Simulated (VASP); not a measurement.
# Ir (P6_3/mmc) in VASP: notebook

Runs on Ir. Level: PBE. Tasks: single point.

Program: VASP 6.6.1. These are calculated values, not measurements. Logs are shortened: lines on timing, memory, paths and dates and some standing lists are left out, and cuts for length are marked.

### 1 The cell of the first run

The structure is hexagonal, space group P6_3/mmc (No. 194). The conventional cell has a = 2.748 Å, b = 2.748 Å, c = 4.453 Å, α = 90.00°, β = 90.00°, γ = 120.00°. Ir (site symmetry -6m2) has 12 Ir at 2.73 to 2.75 Å within 3.6 Å.

### 2 Single point, PBE

INCAR reads:

```
SYSTEM = Ir
PREC     = Accurate       ! precision mode
ENCUT    = 520            ! plane-wave cutoff, eV
EDIFF    = 1E-6           ! SCF threshold, eV
ISMEAR   = 0              ! smearing method
SIGMA    = 0.1            ! smearing width, eV
LREAL    = .False.        ! projectors in reciprocal space
LASPH    = .True.         ! aspherical terms in the spheres
NELM     = 80             ! most SCF steps
ALGO     = Fast           ! electronic algorithm
ISIF     = 2              ! what is computed and relaxed
LWAVE    = .False.        ! write WAVECAR
LCHARG   = .False.        ! write CHGCAR
GGA      = PE             ! functional
NBANDS   = 16             ! bands
```

KPOINTS reads:

```
Automatic mesh
0
Gamma
  18 18 10
  0 0 0
```

POSCAR reads:

```
Ir
1.0
    2.7478111495      0.0000000000      0.0000000000
   -1.3739055747      2.3796742603      0.0000000000
    0.0000000000      0.0000000000      4.4529609382
Ir
2
Direct
    0.6666666667      0.3333333333      0.7500000000
    0.3333333333      0.6666666667      0.2500000000
```

Potentials or basis: VASP PAW PBE potentials, release 64 (Ir).

Launch:

```
> cat potpaw_PBE.64/Ir/POTCAR > POTCAR
> mpirun -np 1 vasp_std > vasp.out
```

OUTCAR:

```text
SYSTEM = Ir
   PREC = Accurate
   ENCUT = 520
   EDIFF = 1E-6
   ISMEAR = 0
   LREAL = .False.
   LASPH = .True.
   NELM = 80
   ISIF = 2
   GGA = PE

 ion  position               nearest neighbor table
   1  0.667  0.333  0.750-   2 2.73   2 2.73   2 2.73   2 2.73   2 2.73   2 2.73
   2  0.333  0.667  0.250-   1 2.73   1 2.73   1 2.73   1 2.73   1 2.73   1 2.73

  LATTYP: Found a hexagonal cell.
 ALAT       =     2.7478111495
 C/A-ratio  =     1.6205483914

  Lattice vectors:

 A1 = (   2.7478111495,   0.0000000000,   0.0000000000)
 A2 = (  -1.3739055747,   2.3796742603,   0.0000000000)
 A3 = (   0.0000000000,   0.0000000000,   4.4529609382)

Analysis of symmetry for initial positions (statically):
=====================================================================
 Subroutine PRICEL returns:
 Original cell was already a primitive cell.

 Routine SETGRP: Setting up the symmetry group for a
 hexagonal supercell.

 Subroutine GETGRP returns: Found 24 space group operations
 (whereof 12 operations were pure point group operations)
 out of a pool of 24 trial point group operations.

The static configuration has the point symmetry D_3d.
 The point group associated with its full space group is D_6h.

Analysis of symmetry for dynamics (positions and initial velocities):
=====================================================================
 Subroutine PRICEL returns:
 Original cell was already a primitive cell.

 Routine SETGRP: Setting up the symmetry group for a
 hexagonal supercell.

 Subroutine GETGRP returns: Found 24 space group operations
 (whereof 12 operations were pure point group operations)
 out of a pool of 24 trial point group operations.

The dynamic configuration has the point symmetry D_3d.
 The point group associated with its full space group is D_6h.

 Subroutine INISYM returns: Found 24 space group operations
 (whereof 12 operations are pure point group operations),
 and found     1 'primitive' translations

----------------------------------------------------------------------------------------

                                     Primitive cell

  volume of cell :      29.1174

  direct lattice vectors                    reciprocal lattice vectors
     2.747811149  0.000000000  0.000000000     0.363926029  0.210112791  0.000000000
    -1.373905575  2.379674260  0.000000000     0.000000000  0.420225582  0.000000000
     0.000000000  0.000000000  4.452960938     0.000000000  0.000000000  0.224569677

  length of vectors
     2.747811149  2.747811150  4.452960938     0.420225582  0.420225582  0.224569677

  position of ions in fractional coordinates (direct lattice)
[... 77 lines left out ...]
   ENCUT  =  520.0 eV  38.22 Ry    6.18 a.u.   5.11  5.11  8.28*2*pi/ulx,y,z
   NELM   =     80;   NELMIN=  2; NELMDL= -5     # of ELM steps
   EDIFF  = 0.1E-05   stopping-criterion for ELM
   LREAL  =      F    real-space projection
   EDIFFG = 0.1E-04   stopping-criterion for IOM
   NSW    =      0    number of steps for IOM
   IBRION =     -1    ionic relax: 0-MD 1-quasi-New 2-CG
   NFREE  =      0    steps in history (QN), initial steepest desc. (CG)
   ISIF   =      2    stress and relaxation
   ISYM   =      2    0-nonsym 1-usesym 2-fastsym
   POTIM  = 0.5000    time-step for ionic-motion
   TEBEG  =    0.0;   TEEND  =   0.0 temperature during run
   PSTRESS=    0.0 pullay stress
   NELECT =      18.0000    total number of electrons
   NUPDOWN=      -1.0000    fix difference up-down
   EMIN   =  10.00;   EMAX   =-10.00  energy-range for DOS
   EFERMI =   0.00;   METHOD = LEGACY
   ISMEAR =     0;   SIGMA  =   0.10  broadening in eV -4-tet -1-fermi 0-gaus
   EFERMI_NEDOS =   21; number of points for ismear=-14 and -15
   IALGO  =     68    algorithm
   IMIX   =      4    mixing-type and parameters
     AMIX     =   0.40;   BMIX     =  1.00
     AMIX_MAG =   1.60;   BMIX_MAG =  1.00
  volume/ion in A,a.u.               =      14.56        98.25
  Fermi-wavevector in a.u.,A,eV,Ry     =   1.394594  2.635401 26.461882  1.944893
  Thomas-Fermi vector in A             =   2.518128
   LORBIT       =      0    0 simple, 1 ext, 2 COOP (PROOUT), +10 PAW based schemes
   GGA     = PE    functional components
   LHFCALC =     F    Hartree Fock is set to
   AEXX    =    0.0000 exact exchange contribution
   IVDW    =     0    specifies the selected vdW correction
   LEPSILON=     F    determine dielectric tensor
   LRPA    =     F    only Hartree local field effects (RPA)
 non-spin polarized calculation
 RMM-DIIS sequential band-by-band and
 Gauss-broadening in eV      SIGMA  =   0.10
  energy-cutoff  :      520.00
  volume of cell :       29.12
 maximum number of plane-waves:       798
   NGX = 11   NGY = 11   NGZ = 17

 number of electron      18.0000000 magnetization

 Free energy of the ion-electron system (eV)
  ---------------------------------------------------
  ext. energy  EPLUGINS =         0.00000000
  ---------------------------------------------------
  free energy    TOTEN  =       -17.55865768 eV

  energy without entropy =      -17.54806225  energy(sigma->0) =      -17.55335996

 E-fermi :  10.0391     XC(G=0): -13.8174

 val. band max:       10.0349035064   @ k =   0.3889   0.0000   0.0000
 cond. band min:      10.0497870720   @ k =   0.3333   0.0000   0.4000
 fundamental gap:      0.0148835657
 Fermi energy:        10.0391320093

 k-point     1 :       0.0000    0.0000    0.0000
  band No.  band energies     occupation
      1      -0.8979      2.00000
      2       2.1386      2.00000
      3       6.2492      2.00000
      4       6.3443      2.00000
      5       6.3443      2.00000
      6       6.9753      2.00000
[... 433 lines left out ...]
      3       3.5029      2.00000
      4       5.9567      2.00000
      5       6.1156      2.00000
      6       6.5947      2.00000
[... 8 lines left out ...]
     15      20.3986      0.00000
     16      23.0943      0.00000

 [... further k-points ...]
[... 5 lines left out ...]
  --------------------------------------------------------------------------------------
  -------------------------------------------------------------------------------------
  Total        0.1040529      0.1040529      0.1048018      0.0000000     -0.0000000      0.0000000
  in kB        5.7254753      5.7254753      5.7666838      0.0000000     -0.0000000      0.0000000
  external PRESSURE =       5.7392115 kB  Pullay stress =       0.0000000 kB

 VOLUME and BASIS-vectors are now :
 -----------------------------------------------------------------------------
  energy-cutoff  :      520.00
  volume of cell :       29.12
      direct lattice vectors                 reciprocal lattice vectors
     2.747811149  0.000000000  0.000000000     0.363926029  0.210112791  0.000000000
    -1.373905575  2.379674260  0.000000000     0.000000000  0.420225582  0.000000000
     0.000000000  0.000000000  4.452960938     0.000000000  0.000000000  0.224569677

 POSITION                                       TOTAL-FORCE (eV/Angst)
 -----------------------------------------------------------------------------------
      1.37391      0.79322      3.33972        -0.000000      0.000000      0.000000
     -0.00000      1.58645      1.11324         0.000000     -0.000000      0.000000
 -----------------------------------------------------------------------------------
    total drift:                                0.000000     -0.000000     -0.000000

  FREE ENERGIE OF THE ION-ELECTRON SYSTEM (eV)
  ---------------------------------------------------
  free  energy   TOTEN  =       -17.5586576782 eV

  energy  without entropy=      -17.5480622481  energy(sigma->0) =      -17.55335996
```

OSZICAR:

```text
N       E                     dE             d eps       ncg     rms          rms(c)
DAV:   1     0.142346331530E+03    0.14235E+03   -0.84901E+03  7104   0.113E+03
DAV:   2    -0.149100725721E+02   -0.15726E+03   -0.14106E+03  7104   0.305E+02
DAV:   3    -0.186237354824E+02   -0.37137E+01   -0.36623E+01  9776   0.559E+01
DAV:   4    -0.186640364512E+02   -0.40301E-01   -0.40292E-01  8064   0.497E+00
DAV:   5    -0.186651570082E+02   -0.11206E-02   -0.11205E-02  9992   0.861E-01    0.204E+01
RMM:   6    -0.177283953664E+02    0.93676E+00   -0.10591E+00  7146   0.114E+01    0.816E+00
RMM:   7    -0.175640381460E+02    0.16436E+00   -0.55466E-01  7407   0.581E+00    0.217E+00
RMM:   8    -0.175666447716E+02   -0.26066E-02   -0.68859E-02  8284   0.274E+00    0.182E+00
RMM:   9    -0.175650480154E+02    0.15968E-02   -0.13758E-02  8437   0.849E-01    0.116E+00
RMM:  10    -0.175582781100E+02    0.67699E-02   -0.16510E-02  7477   0.168E+00    0.553E-01
RMM:  11    -0.175586736874E+02   -0.39558E-03   -0.98698E-04  7814   0.366E-01    0.394E-01
RMM:  12    -0.175587059791E+02   -0.32292E-04   -0.34070E-04  8580   0.120E-01    0.322E-01
RMM:  13    -0.175586931327E+02    0.12846E-04   -0.66531E-05  9859   0.527E-02    0.332E-01
RMM:  14    -0.175587059992E+02   -0.12866E-04   -0.30747E-05  7835   0.497E-02    0.180E-01
RMM:  15    -0.175586672999E+02    0.38699E-04   -0.72819E-05  8942   0.758E-02    0.558E-02
RMM:  16    -0.175586593204E+02    0.79795E-05   -0.19925E-05  8333   0.362E-02    0.248E-02
RMM:  17    -0.175586572758E+02    0.20446E-05   -0.10985E-05  7877   0.277E-02    0.460E-03
RMM:  18    -0.175586576782E+02   -0.40246E-06   -0.21581E-06  5268   0.127E-02
   1 F= -.17558658E+02 E0= -.17553360E+02  d E =-.105954E-01
```

Run time: 67 s. Hardware: 1 thread of Intel Xeon Platinum 8488C (Sapphire Rapids), shared host; peak memory 0.21 GiB.

Results:

* Free energy: -17.5587 eV
* Pressure: 0.6 GPa
* Band gap on the k mesh: zero (band 9 reaches 10.96 eV, above the bottom of band 10 at 7.77 eV)

Caveat: spin-orbit coupling is left out, which moves the levels of the heavy elements.

### 3 Single point, PBE

INCAR reads:

```
PREC = Accurate ; ENCUT = 520
EDIFF = 1E-6 ; ISMEAR = 0
SIGMA = 0.15 ; LREAL = False
LASPH = True ; NELM = 60
ALGO = Normal ; ISIF = 2
LWAVE = False ; LCHARG = False
GGA = PE ; NBANDS = 16
```

KPOINTS reads:

```
Automatic mesh
0
Gamma
  18 18 10
```

POSCAR is that of step 2.

Potentials or basis: VASP PAW PBE potentials, release 64 (Ir).

Launch:

```
> cat potpaw_PBE.64/Ir/POTCAR > POTCAR
> mpirun -np 1 vasp_std > vasp.out
```

OUTCAR:

```text
PREC = Accurate
   ENCUT = 520
   EDIFF = 1E-6
   ISMEAR = 0
   LREAL = False
   LASPH = True
   NELM = 60
   ISIF = 2
   GGA = PE

 ion  position               nearest neighbor table
   1  0.667  0.333  0.750-   2 2.73   2 2.73   2 2.73   2 2.73   2 2.73   2 2.73
   2  0.333  0.667  0.250-   1 2.73   1 2.73   1 2.73   1 2.73   1 2.73   1 2.73

  LATTYP: Found a hexagonal cell.
 ALAT       =     2.7478111495
 C/A-ratio  =     1.6205483914

  Lattice vectors:

 A1 = (   2.7478111495,   0.0000000000,   0.0000000000)
[... 193 lines left out ...]
      6       6.9751      2.00000
[... 433 lines left out ...]
      3       3.5031      2.00000
      4       5.9569      2.00000
      5       6.1157      2.00000
      6       6.5949      2.00000
[... 8 lines left out ...]
     15      20.3988      0.00000
     16      23.0943      0.00000

 [... further k-points ...]
[... 5 lines left out ...]
  --------------------------------------------------------------------------------------
  -------------------------------------------------------------------------------------
  Total        0.1142861      0.1142861      0.1239524      0.0000000     -0.0000000      0.0000000
  in kB        6.2885556      6.2885556      6.8204401      0.0000000     -0.0000000      0.0000000
  external PRESSURE =       6.4658504 kB  Pullay stress =       0.0000000 kB

 VOLUME and BASIS-vectors are now :
 -----------------------------------------------------------------------------
  energy-cutoff  :      520.00
  volume of cell :       29.12
      direct lattice vectors                 reciprocal lattice vectors
     2.747811149  0.000000000  0.000000000     0.363926029  0.210112791  0.000000000
    -1.373905575  2.379674260  0.000000000     0.000000000  0.420225582  0.000000000
     0.000000000  0.000000000  4.452960938     0.000000000  0.000000000  0.224569677

 POSITION                                       TOTAL-FORCE (eV/Angst)
 -----------------------------------------------------------------------------------
      1.37391      0.79322      3.33972        -0.000000     -0.000000      0.000000
     -0.00000      1.58645      1.11324         0.000000      0.000000      0.000000
 -----------------------------------------------------------------------------------
    total drift:                                0.000000     -0.000000     -0.000000

  FREE ENERGIE OF THE ION-ELECTRON SYSTEM (eV)
  ---------------------------------------------------
  free  energy   TOTEN  =       -17.5655688239 eV

  energy  without entropy=      -17.5398617026  energy(sigma->0) =      -17.55271526
```

OSZICAR:

```text
N       E                     dE             d eps       ncg     rms          rms(c)
DAV:   1     0.142342323303E+03    0.14234E+03   -0.84901E+03  7104   0.113E+03
DAV:   2    -0.149166420280E+02   -0.15726E+03   -0.14107E+03  7104   0.305E+02
DAV:   3    -0.186301351053E+02   -0.37135E+01   -0.36619E+01  9776   0.559E+01
DAV:   4    -0.186704674083E+02   -0.40332E-01   -0.40323E-01  8064   0.497E+00
DAV:   5    -0.186715883877E+02   -0.11210E-02   -0.11210E-02  9992   0.861E-01    0.204E+01
DAV:   6    -0.177440848984E+02    0.92750E+00   -0.11825E+00  8936   0.141E+01    0.838E+00
DAV:   7    -0.175773273148E+02    0.16676E+00   -0.36797E-01  9680   0.741E+00    0.210E+00
DAV:   8    -0.175698519499E+02    0.74754E-02   -0.55215E-03  8024   0.663E-01    0.116E+00
DAV:   9    -0.175655549293E+02    0.42970E-02   -0.47089E-03  9208   0.858E-01    0.191E-02
DAV:  10    -0.175655635615E+02   -0.86322E-05   -0.30545E-05 10384   0.470E-02    0.114E-02
DAV:  11    -0.175655685546E+02   -0.49931E-05   -0.21770E-06  9000   0.123E-02    0.171E-03
DAV:  12    -0.175655688239E+02   -0.26926E-06   -0.87895E-08  5808   0.283E-03
   1 F= -.17565569E+02 E0= -.17552715E+02  d E =-.257071E-01
```

Run time: 46 s. Hardware: 1 thread of Intel Xeon Platinum 8488C (Sapphire Rapids), shared host; peak memory 0.21 GiB.

Results:

```
Free energy            : -17.5656 eV
Pressure               : 0.6 GPa
Band gap on the k mesh : zero (band 9 reaches 10.96 eV, above the bottom of band 10 at 7.77 eV)
```

Levels at points of the mesh, in eV from the Fermi level:
| k point | band 6 | band 7 | band 8 | band 9 | band 10 | band 11 | band 12 | band 13 |
| --- | --- | --- | --- | --- | --- | --- | --- | --- |
| (0.00, 0.00, 0.00) | -3.06 | -3.06 | -2.30 | -2.30 | -0.75 | 0.25 | 0.25 | 6.82 |
| (0.50, 0.00, 0.00) | -3.34 | -2.88 | 0.66 | 0.92 | 1.06 | 2.84 | 4.27 | 8.09 |
| (0.00, 0.00, 0.50) | -3.81 | -3.81 | -3.81 | -0.47 | -0.47 | -0.47 | -0.47 | 13.58 |
| (0.50, 0.00, 0.50) | -2.06 | -0.93 | -0.93 | 0.90 | 0.90 | 1.97 | 1.97 | 7.42 |

Caveat: spin-orbit coupling is left out, which moves the levels of the heavy elements.

### 4 Single point, PBE

This run uses another cell than the first one, of 14.63 Å³/atom, 1.005 times its volume.

INCAR reads:

```
PREC = Accurate ; ENCUT = 500
EDIFF = 1E-6 ; ISMEAR = 0
SIGMA = 0.1 ; LREAL = F
LASPH = T ; NELM = 120
ALGO = Normal ; ISIF = 2
LWAVE = F ; LCHARG = F
GGA = PE ; NBANDS = 16
GGA_COMPAT = F
```

KPOINTS reads:

```
Automatic mesh
0
Gamma
  9 9 4
```

POSCAR reads:

```
Ir
1.0
    2.7513778946      0.0000000000      0.0000000000
   -1.3756889473      2.3827631521      0.0000000000
    0.0000000000      0.0000000000      4.4622900000
Ir
2
Direct
    0.6666666700      0.3333333300      0.7500000000
    0.3333333300      0.6666666700      0.2500000000
```

Launch:

```
> cat potpaw_PBE.64/Ir/POTCAR > POTCAR
> mpirun -np 1 vasp_std > vasp.out
```

Run time: 15 s. Hardware: 1 thread of AMD EPYC 7R43 (Zen 3), shared host; peak memory 0.11 GiB.

Results (log left out):

- Free energy: -17.6020 eV
- Pressure: -1.6 GPa
- Band gap on the k mesh: zero (band 9 reaches 10.82 eV, above the bottom of band 10 at 7.90 eV)

Stress tensor (GPa, compression positive):
```
-1.53  0.00  0.00
 0.00 -1.53  0.00
 0.00  0.00 -1.60
```

Levels at points of the mesh, in eV from the Fermi level:
| k point | band 6 | band 7 | band 8 | band 9 | band 10 | band 11 | band 12 | band 13 |
| --- | --- | --- | --- | --- | --- | --- | --- | --- |
| (0.00, 0.00, 0.00) | -2.94 | -2.94 | -2.18 | -2.18 | -0.65 | 0.35 | 0.35 | 6.87 |
| (0.00, 0.00, 0.50) | -3.69 | -3.69 | -3.69 | -0.37 | -0.37 | -0.37 | -0.37 | 13.66 |

Caveat: spin-orbit coupling is left out, which moves the levels of the heavy elements.

### 5 Summary

```tsv
cell	k mesh	cutoff (eV)	smearing	gap on the mesh (eV)	pressure (GPa)
a = 2.748, b = 2.748, c = 4.453 Å, angles 90.0, 90.0, 120.0°, 2 atoms	18 × 18 × 10	520	gaussian 0.1 eV	none	0.6
a = 2.748, b = 2.748, c = 4.453 Å, angles 90.0, 90.0, 120.0°, 2 atoms	18 × 18 × 10	520	gaussian 0.15 eV	none	0.6
a = 2.751, b = 2.751, c = 4.462 Å, angles 90.0, 90.0, 120.0°, 2 atoms	9 × 9 × 4	500	gaussian 0.1 eV	none	-1.6
```

Alike in all rows: task single point; level PBE; potentials or basis VASP PAW PBE potentials, release 64 (Ir); no spin polarisation.

Caveats: spin-orbit coupling is left out, which moves the levels of the heavy elements.

Total energies depend on the potentials used, so only differences within one code and one set of settings carry meaning.
